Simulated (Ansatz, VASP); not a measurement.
One calculation of Si2F3, two programs

```
CELL_PARAMETERS angstrom
3.90874 2.25671 2.02830
-3.90874 2.25671 2.02830
0.00000 -4.51343 2.02830
ATOMIC_POSITIONS crystal
Si 0.22446 0.22446 0.22446
Si 0.77554 0.77554 0.77554
F 0.17262 0.82738 0.00000
F 0.00000 0.17262 0.82738
F 0.82738 0.00000 0.17262
```

Change from the starting cell: species swapped into the Ni3Se2 type (R32, No. 155).

Alike in both runs: functional PBE; k mesh 12 × 12 × 12; occupations gaussian, width 0.1 eV; no spin polarisation.

Ansatz relaxed the structure, and its values are those at the end. VASP's run is a single point on that final structure, the one shown.

|  | VASP | Ansatz |
| --- | --- | --- |
| version | VASP 6.6.1 | Ansatz 0.2.0 |
| potentials or method | VASP PAW PBE potentials, release 64 (Si, F), cutoff 520 eV | scalar-relativistic, plane waves, PAW |
| valence electrons in the cell | 29 | 29 |

|  | VASP | Ansatz | Ansatz less VASP |
| --- | --- | --- | --- |
| gap on the k mesh at the Fermi level (eV) | none | none | - |
| pressure (GPa) | 0.1 | 0.0 | -0.07 |
| rms of the force components (eV/Å) | 0.050 | 0.000 | -0.0501 |

A gap of «none» marks a metal or a gap that the smearing closes. The functional is the same, so the differences come from potentials, cutoffs and numerics.
